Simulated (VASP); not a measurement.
# MoS2 (P-6m2) in VASP: G0W0 quasiparticle levels with PBE

Aim: the G0W0 quasiparticle levels of MoS2 with PBE.

Program: VASP 6.6.1. These are calculated values, not measurements. Logs are shortened: lines on timing, memory, paths and dates and some standing lists are left out, and cuts for length are marked.

### 1 The cell of the first run

Symmetry: P-6m2, No. 187, hexagonal system. The conventional cell has a = 3.171 Å, b = 3.171 Å, c = 6.810 Å, α = 90.00°, β = 90.00°, γ = 120.00°. Within 3.2 Å of Mo (site symmetry -6m2) lie 6 S at 2.40 Å and 6 Mo at 3.17 Å. Within 3.2 Å of S (site symmetry 3m) lie 3 Mo at 2.40 Å and 7 S at 3.11 to 3.17 Å.

### 2 G0W0 quasiparticle levels, PBE

Input file POSCAR:

```
MoS2
1.0
    3.1710519965      0.0000000000      0.0000000000
   -1.5855259982      2.7462115857      0.0000000000
    0.0000000000      0.0000000000      6.8096889090
Mo S
1 2
Direct
    0.0000000000      0.0000000000      0.0000000000
    0.3333333333      0.6666666667      0.2285702679
    0.3333333333      0.6666666667      0.7714297321
```

Input file INCAR.step1:

```
PREC = Accurate ; ENCUT = 500
EDIFF = 1E-8 ; ISMEAR = 0
SIGMA = 0.01 ; LREAL = F
LASPH = T ; NELM = 80
ALGO = Normal ; LWAVE = T
LCHARG = F ; GGA = PE
```

Input file INCAR.step2:

```
PREC = Accurate ; ENCUT = 500
EDIFF = 1E-8 ; ISMEAR = 0
SIGMA = 0.01 ; LREAL = F
LASPH = T ; NELM = 1
ALGO = Exact ; LWAVE = T
LCHARG = F ; GGA = PE
NBANDS = 236 ; LOPTICS = T
ISTART = 1
```

Input file INCAR.step3:

```
PREC = Accurate ; ENCUT = 500
EDIFF = 1E-8 ; ISMEAR = 0
SIGMA = 0.01 ; LREAL = F
LASPH = T ; ALGO = EVGW0
LWAVE = F ; LCHARG = F
GGA = PE ; NELMGW = 1
NBANDS = 236 ; ENCUTGW = 140.0
NOMEGA = 96 ; PRECFOCK = Fast
ISTART = 1 ; NBANDSGW = 21
OMEGAMAX = 20
```

Input file KPOINTS:

```
regular mesh
0
Gamma
  6 6 2
```

Potentials or basis: VASP PAW PBE potentials, release 64 (Mo_sv_GW, S_GW).

Run with:

```sh
$ cat potpaw_PBE.64/Mo_sv_GW/POTCAR potpaw_PBE.64/S_GW/POTCAR > POTCAR
$ cp INCAR.step1 INCAR
$ mpirun -np 1 vasp_std > vasp.out
$ cp INCAR.step2 INCAR
$ mpirun -np 1 vasp_std > vasp.out
$ cp INCAR.step3 INCAR
$ mpirun -np 1 vasp_std > vasp.out
```

OUTCAR:

```text
PREC = Accurate
   ENCUT = 500
   EDIFF = 1E-8
   ISMEAR = 0
   LREAL = F
   LASPH = T
   GGA = PE
   NELMGW = 1
   ENCUTGW = 140.0
   PRECFOCK = Fast
   ISTART = 1

 ion  position               nearest neighbor table
   1  0.000  0.000  0.000-   2 2.40   3 2.40   2 2.40   3 2.40   2 2.40   3 2.40
   2  0.333  0.667  0.229-   1 2.40   1 2.40   1 2.40
   3  0.333  0.667  0.771-   1 2.40   1 2.40   1 2.40

  LATTYP: Found a hexagonal cell.
 ALAT       =     3.1710519965
 C/A-ratio  =     2.1474541939

  Lattice vectors:

 A1 = (   3.1710519965,   0.0000000000,   0.0000000000)
 A2 = (  -1.5855259982,   2.7462115857,   0.0000000000)
 A3 = (   0.0000000000,   0.0000000000,   6.8096889090)

Analysis of symmetry for initial positions (statically):
=====================================================================
 Subroutine PRICEL returns:
 Original cell was already a primitive cell.

 Routine SETGRP: Setting up the symmetry group for a
 hexagonal supercell.

 Subroutine GETGRP returns: Found 12 space group operations
 (whereof 12 operations were pure point group operations)
 out of a pool of 24 trial point group operations.

The static configuration has the point symmetry D_3h.

Analysis of symmetry for dynamics (positions and initial velocities):
=====================================================================
 Subroutine PRICEL returns:
 Original cell was already a primitive cell.

 Routine SETGRP: Setting up the symmetry group for a
 hexagonal supercell.

 Subroutine GETGRP returns: Found 12 space group operations
 (whereof 12 operations were pure point group operations)
 out of a pool of 24 trial point group operations.

The dynamic configuration has the point symmetry D_3h.

 Subroutine INISYM returns: Found 12 space group operations
 (whereof 12 operations are pure point group operations),
 and found     1 'primitive' translations

----------------------------------------------------------------------------------------

                                     Primitive cell

  volume of cell :      59.3014

  direct lattice vectors                    reciprocal lattice vectors
     3.171051997  0.000000000  0.000000000     0.315352760  0.182069001  0.000000000
    -1.585525998  2.746211586  0.000000000     0.000000000  0.364138002  0.000000000
     0.000000000  0.000000000  6.809688909     0.000000000  0.000000000  0.146849586

  length of vectors
     3.171051997  3.171051996  6.809688909     0.364138002  0.364138002  0.146849586

  position of ions in fractional coordinates (direct lattice)
     0.000000000  0.000000000  0.000000000
     0.333333333  0.666666667  0.228570268
     0.333333333  0.666666667  0.771429732

  ion indices of the primitive-cell ions
   primitive index   ion index
                 1           1
                 2           2
                 3           3

----------------------------------------------------------------------------------------

 KPOINTS: regular mesh

Automatic generation of k-mesh.
 Grid dimensions read from file:
 generate k-points for:    6    6    2

 Generating k-lattice:

  Cartesian coordinates                     Fractional coordinates (reciprocal lattice)
     0.052558793  0.030344834  0.000000000     0.166666667 -0.000000000  0.000000000
     0.000000000  0.060689667  0.000000000     0.000000000  0.166666667  0.000000000
     0.000000000  0.000000000  0.073424793     0.000000000  0.000000000  0.500000000

  Length of vectors
     0.060689667  0.060689667  0.073424793

  Shift w.r.t. Gamma in fractional coordinates (k-lattice)
     0.000000000  0.000000000  0.000000000

 Subroutine IBZKPT returns following result:
 ===========================================

 Found     14 irreducible k-points:

 Following reciprocal coordinates:
            Coordinates               Weight
  0.000000  0.000000  0.000000      1.000000
  0.166667  0.000000  0.000000      6.000000
  0.333333  0.000000  0.000000      6.000000
  0.500000  0.000000  0.000000      3.000000
  0.166667  0.166667  0.000000      6.000000
  0.333333  0.166667  0.000000     12.000000
  0.333333  0.333333  0.000000      2.000000
  0.000000  0.000000  0.500000      1.000000
  0.166667  0.000000  0.500000      6.000000
  0.333333  0.000000  0.500000      6.000000
  0.500000  0.000000  0.500000      3.000000
  0.166667  0.166667  0.500000      6.000000
  0.333333  0.166667  0.500000     12.000000
  0.333333  0.333333  0.500000      2.000000
   k-points           NKPTS =     14   k-points in BZ     NKDIM =     72   number of bands    NBANDS=    236
   number of dos      NEDOS =    301   number of ions     NIONS =      3
   total plane-waves  NPLWV =  28800
   dimension x,y,z NGX =    24 NGY =   24 NGZ =   50
   dimension x,y,z NGXF=    48 NGYF=   48 NGZF=  100
   ions per type =               1   2
   NGX,Y,Z   is equivalent  to a cutoff of  12.58, 12.58, 12.21 a.u.
   NGXF,Y,Z  is equivalent  to a cutoff of  25.16, 25.16, 24.41 a.u.
 SYSTEM =  unknown system
   PREC   = accura    normal or accurate (medium, high low for compatibility)
   ISTART =      1    job   : 0-new  1-cont  2-samecut
   ICHARG =      0    charge: 1-file 2-atom 10-const
   ISPIN  =      1    spin polarized calculation?
   LNONCOLLINEAR =      F non collinear calculations
   LSORBIT =      F    spin-orbit coupling
   LASPH  =      T    aspherical Exc in radial PAW
   ENCUT  =  500.0 eV  36.75 Ry    6.06 a.u.   5.78  5.78 12.42*2*pi/ulx,y,z
   NELM   =     60;   NELMIN=  2; NELMDL=  0     # of ELM steps
   EDIFF  = 0.1E-07   stopping-criterion for ELM
   LREAL  =      F    real-space projection
   EDIFFG = 0.1E-06   stopping-criterion for IOM
   NSW    =      0    number of steps for IOM
   IBRION =     -1    ionic relax: 0-MD 1-quasi-New 2-CG
   NFREE  =      0    steps in history (QN), initial steepest desc. (CG)
   ISIF   =      0    stress and relaxation
   ISYM   =      3    0-nonsym 1-usesym 2-fastsym
   POTIM  = 0.5000    time-step for ionic-motion
   TEBEG  =    0.0;   TEEND  =   0.0 temperature during run
   PSTRESS=    0.0 pullay stress
   NELECT =      26.0000    total number of electrons
   NUPDOWN=      -1.0000    fix difference up-down
   EMIN   =  10.00;   EMAX   =-10.00  energy-range for DOS
   EFERMI =   0.00;   METHOD = LEGACY
   ISMEAR =     0;   SIGMA  =   0.01  broadening in eV -4-tet -1-fermi 0-gaus
   EFERMI_NEDOS =   21; number of points for ismear=-14 and -15
   IALGO  =     38    algorithm
   IMIX   =      4    mixing-type and parameters
     AMIX     =   0.40;   BMIX     =  1.00
     AMIX_MAG =   1.60;   BMIX_MAG =  1.00
  volume/ion in A,a.u.               =      19.77       133.40
  Fermi-wavevector in a.u.,A,eV,Ry     =   1.243687  2.350228 21.044909  1.546757
  Thomas-Fermi vector in A             =   2.377987
   LORBIT       =      0    0 simple, 1 ext, 2 COOP (PROOUT), +10 PAW based schemes
   GGA     = PE    functional components
   LHFCALC =     T    Hartree Fock is set to
   PRECFOCK=fast      Normal, Fast or Accurate (Low or Medium for compatibility)
   ENCUT4O =  -1.0   cutoff for four orbital integrals eV
   NKREDX  =     1    reduce k-point grid by
   NKREDY  =     1    reduce k-point grid by
   NKREDZ  =     1    reduce k-point grid by
   AEXX    =    1.0000 exact exchange contribution
   HFSCREEN=    0.0000 screening length (either q_TF or 0.3 A-1)
   HFSCREENC=   0.0000 screening length for correlation (either q_TF or 0.3 A-1)
   ENCUTFOCK=  -1.0 apply spherical cutoff to Coloumb kernel
   IVDW    =     0    specifies the selected vdW correction
   LEPSILON=     F    determine dielectric tensor
   LRPA    =     F    only Hartree local field effects (RPA)
   LRPAFORCE           =     F    calculate RPA forces
   ENCUTGW             = 140.0    cutoff for response function in eV
   ENCUTGWSOFT         = 112.0    soft cutoff for Coulomb kernel in GW response function in eV
   ENCUTLF             =  -1.0    cutoff for local field effects
   NELMGW              =     1    number of iterations in solving QP/BSE equation
   NELMHF              =     1    number of iterations in the inner HF iteration
   NKREDLFX            =     1    NKREDLFY  =   1   NKREDLFZ  =   1
 non-spin polarized calculation
 Gauss-broadening in eV      SIGMA  =   0.01
  energy-cutoff  :      500.00
  volume of cell :       59.30
 maximum number of plane-waves:      1514
 NGX is ok and might be reduce to    24
  NGX = 14; NGY = 14; NGZ = 30
   NGX = 11   NGY = 11   NGZ = 25
 maximum number of plane-waves:       243
 NGX is ok and might be reduce to    14

 QP shifts <psi_nk| G(iteration)W_0 |psi_nk>: iteration 1
 for sc-GW calculations column KS-energies equals QP-energies in previous step
 and V_xc(KS)=  KS-energies - (<T + V_ion + V_H > + <T+V_H+V_ion>^1  + <V_x>^1)

 k-point   1 :       0.0000    0.0000    0.0000
  band No.  KS-energies  QP-energies   sigma(KS)   V_xc(KS)     V^pw_x(r,r')   Z            occupation Imag(sigma)

      1     -55.2822     -55.5066     -23.8004     -23.4092     -39.1977       0.5737       2.0000       1.4389
      2     -29.4295     -29.6507     -22.6465     -22.2805     -32.6696       0.6042       2.0000       0.9902
      3     -29.2074     -29.4134     -22.8554     -22.5162     -32.6316       0.6073       2.0000       0.6607
      4     -29.2074     -29.4134     -22.8554     -22.5162     -32.6316       0.6073       2.0000       0.6607
      5      -8.6061      -8.7689     -13.7533     -13.4874     -21.6967       0.6124       2.0000       1.0988
      6      -7.1737      -7.5057     -14.3840     -13.8758     -21.5446       0.6534       2.0000       0.9813
[... 13 lines left out ...]
     20      14.7810      15.0700     -11.1410     -11.5165      -5.8048       0.7696       0.0000      -0.1638
     21      16.2660      16.6508     -11.5641     -12.0587      -5.7147       0.7780       0.0000      -0.3195

 k-point   2 :       0.1667    0.0000    0.0000
  band No.  KS-energies  QP-energies   sigma(KS)   V_xc(KS)     V^pw_x(r,r')   Z            occupation Imag(sigma)

      1     -55.2724     -55.4990     -23.8091     -23.4170     -39.1967       0.5779       2.0000       1.4389
      2     -29.4101     -29.6371     -22.6781     -22.3024     -32.6736       0.6042       2.0000       0.9581
      3     -29.3061     -29.4983     -22.7406     -22.4228     -32.6332       0.6046       2.0000       0.7508
      4     -29.2299     -29.4340     -22.8334     -22.4970     -32.6341       0.6064       2.0000       0.6782
      5      -8.2065      -8.4202     -13.9700     -13.6281     -21.6671       0.6250       2.0000       1.0377
      6      -7.0177      -7.3433     -14.4523     -13.9577     -21.5668       0.6581       2.0000       0.9644
[... 13 lines left out ...]
     20      15.3897      15.6282     -11.3473     -11.6604      -5.6132       0.7616       0.0000      -0.3180
     21      15.8041      16.1081     -11.5380     -11.9399      -5.8439       0.7565       0.0000      -0.2599

 k-point   3 :       0.3333    0.0000    0.0000
  band No.  KS-energies  QP-energies   sigma(KS)   V_xc(KS)     V^pw_x(r,r')   Z            occupation Imag(sigma)

      1     -55.2526     -55.4818     -23.8268     -23.4326     -39.1945       0.5813       2.0000       1.4383
      2     -29.4997     -29.6626     -22.5160     -22.2457     -32.6401       0.6025       2.0000       0.9151
      3     -29.3707     -29.6106     -22.7420     -22.3464     -32.6780       0.6066       2.0000       0.8936
      4     -29.2747     -29.4739     -22.7873     -22.4590     -32.6396       0.6069       2.0000       0.7104
      5      -7.2766      -7.5757     -14.4726     -14.0142     -21.6581       0.6526       2.0000       0.9249
      6      -6.6625      -6.9673     -14.6340     -14.1758     -21.6451       0.6651       2.0000       0.9201
[... 13 lines left out ...]
     20      14.1705      14.4495     -11.3963     -11.7597      -6.0451       0.7676       0.0000      -0.2218
     21      15.7823      15.9860     -12.0059     -12.2808      -6.0797       0.7410       0.0000      -0.3738
[... 229 lines left out ...]
      1     -55.2428     -55.4741     -23.8361     -23.4405     -39.1935       0.5849       2.0000       1.4380
      2     -29.5461     -29.7009     -22.4631     -22.2055     -32.6403       0.6010       2.0000       0.9505
      3     -29.3510     -29.5996     -22.7739     -22.3686     -32.6803       0.6134       2.0000       0.8621
      4     -29.3470     -29.5380     -22.7091     -22.3922     -32.6441       0.6024       2.0000       0.7738
      5      -6.6582      -6.9795     -14.8560     -14.3767     -21.7384       0.6703       2.0000       0.8390
      6      -6.5125      -6.8104     -14.6956     -14.2500     -21.6756       0.6684       2.0000       0.9133
[... 13 lines left out ...]
     20      15.1556      15.3181     -11.1878     -11.4034      -5.5690       0.7535       0.0000      -0.3112
     21      15.2752      15.6267     -12.3959     -12.8595      -6.4764       0.7581       0.0000      -0.3767

 k-point  14 :       0.3333    0.3333    0.5000
  band No.  KS-energies  QP-energies   sigma(KS)   V_xc(KS)     V^pw_x(r,r')   Z            occupation Imag(sigma)

      1     -55.2378     -55.4717     -23.8408     -23.4445     -39.1930       0.5904       2.0000       1.4380
      2     -29.4989     -29.6520     -22.5017     -22.2490     -32.6065       0.6060       2.0000       0.9162
      3     -29.4537     -29.6418     -22.6056     -22.2928     -32.6746       0.6015       2.0000       0.8622
      4     -29.3412     -29.5939     -22.7909     -22.3798     -32.6820       0.6147       2.0000       0.8468
      5      -6.3675      -6.6914     -15.0230     -14.5424     -21.7722       0.6739       2.0000       0.8010
      6      -6.3642      -6.6600     -14.8047     -14.3645     -21.7324       0.6720       2.0000       0.8886
[... 13 lines left out ...]
     20      14.3580      14.2584      -8.5614      -8.4332      -3.7091       0.7765       0.0000      -0.1454
     21      16.4718      16.3248      -9.9325      -9.7377      -4.2999       0.7546       0.0000      -0.4044
```

Run time: 37 min. Hardware: 1 thread of AMD EPYC 9R14 (Zen 4), shared host; peak memory 0.84 GiB.

Results:

| Property | Result |
| --- | --- |
| Quasiparticle gap | 1.72 eV |
| Least direct quasiparticle gap | 2.19 eV |
| Band gap of the starting levels on the mesh | 1.27 eV |
| Least direct gap of the starting levels on the mesh | 1.68 eV |

Caveat: the k points lie up to 0.46 Å⁻¹ apart; bands, screening cutoff and mesh are small and nothing is extrapolated, so the quasiparticle values aren't converged.
